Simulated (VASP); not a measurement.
Wanted: the native input for a VASP 6.6.1 run.

```
Task                   : single point
Functional             : PBE
Dispersion             : D3(BJ)
Potentials or basis    : VASP PAW PBE potentials, release 64 (Al, Ti_sv, H)
Cutoff                 : 520 eV
k mesh                 : 6 × 6 × 1
Occupations            : gaussian, width 0.1 eV
Spin                   : no spin polarisation
Dipole correction      : yes
Further INCAR settings : ALGO = Normal; EDIFF = 1e-07; NBANDS = 32
```

The structure of Ti2Al6H lies in POSCAR:

```
Ti2Al6H
1.0
    5.0241861190      0.0000000000      0.0000000000
    2.1588814530      4.5367033218      0.0000000000
    0.0000000000      0.0000000000     21.2187109014
Al Ti H
6 2 1
Direct
    0.5000000000      0.0000000000      0.1885128658
    0.0000000000      0.5000000000      0.1885128658
    0.0000000000      0.0000000000      0.2517328341
    0.0000000000      0.5000000000      0.3193548961
    0.5000000000      0.0000000000      0.3193548961
    0.5000000000      0.5000000000      0.3826203646
    0.5000000000      0.5000000000      0.2517328341
    0.0000000000      0.0000000000      0.3797002555
    0.6666666667      0.6666666667      0.5004409057
```

The input as run:

INCAR

```
SYSTEM = Ti2Al6H
PREC = Accurate
ENCUT = 520
EDIFF = 1E-7
ISMEAR = 0
SIGMA = 0.1
LREAL = .False.
LASPH = .True.
NELM = 80
ALGO = Normal
ISIF = 2
LWAVE = .False.
LCHARG = .False.
LDIPOL = .True.
IDIPOL = 3
DIPOL = 0.5 0.5 0.309
GGA = PE
IVDW = 12
NBANDS = 32
```

KPOINTS

```
regular mesh
0
Gamma
  6 6 1
  0 0 0
```

Potentials or basis: VASP PAW PBE potentials, release 64 (Al, Ti_sv, H).

The run is started by

```sh
$ cat potpaw_PBE.64/Al/POTCAR potpaw_PBE.64/Ti_sv/POTCAR potpaw_PBE.64/H/POTCAR > POTCAR
$ mpirun -np 1 vasp_std > vasp.out
```

It gave:

```
Largest force              : 1.251 eV/Å
Band gap on the k mesh     : zero (an odd number of electrons rules out a gap without spin polarisation)
Dispersion energy per atom : -0.227 eV
```

It took 5.1 min on 1 thread of Intel(R) Xeon(R) 6975P-C (Granite Rapids), with other jobs on the host, peak memory 0.62 GiB.
